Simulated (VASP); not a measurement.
Wanted: the native input for a VASP 6.6.1 run.

| Item | Value |
| --- | --- |
| Task | single point |
| Functional | PBE |
| Potentials or basis | VASP PAW PBE potentials, release 64 (Te, Pb_d) |
| Cutoff | 520 eV |
| k mesh | 4 × 4 × 4 |
| Occupations | gaussian, width 0.1 eV |
| Spin | no spin polarisation |
| Dipole correction | no |
| Further INCAR settings | ALGO = Normal; EDIFF = 1e-07; NBANDS = 17 |

The structure of TePb lies in POSCAR:

```
TePb
1.0
    0.0000000000      3.2708968051      3.2708968051
    3.2708968051      0.0000000000      3.2708968051
    3.2708968051      3.2708968051      0.0000000000
Te Pb
1 1
Direct
    0.0000000000      0.0000000000      0.0000000000
    0.4923568362      0.5076431638      0.5076431638
```

One way to write it, as run:

INCAR

```
PREC = Accurate
ENCUT = 520
EDIFF = 1E-7
ISMEAR = 0
SIGMA = 0.1
LREAL = False
LASPH = True
NELM = 60
ALGO = Normal
ISIF = 2
LWAVE = False
LCHARG = False
GGA = PE
NBANDS = 17
```

KPOINTS

```
Automatic mesh
0
Gamma
  4 4 4
```

Potentials or basis: VASP PAW PBE potentials, release 64 (Te, Pb_d).

Launch:

```console
$ cat potpaw_PBE.64/Te/POTCAR potpaw_PBE.64/Pb_d/POTCAR > POTCAR
$ mpirun -np 1 vasp_std > vasp.out
```

Results of the run:

- Pressure: 0.5 GPa
- Largest force: 0.020 eV/Å
- Band gap on the k mesh: 0.82 eV, direct

Caveat: spin-orbit coupling is left out, which moves the levels of the heavy elements.

Wall time 49 s on 1 thread of Intel Xeon 6975P-C (shared host), peak memory 0.2 GiB.
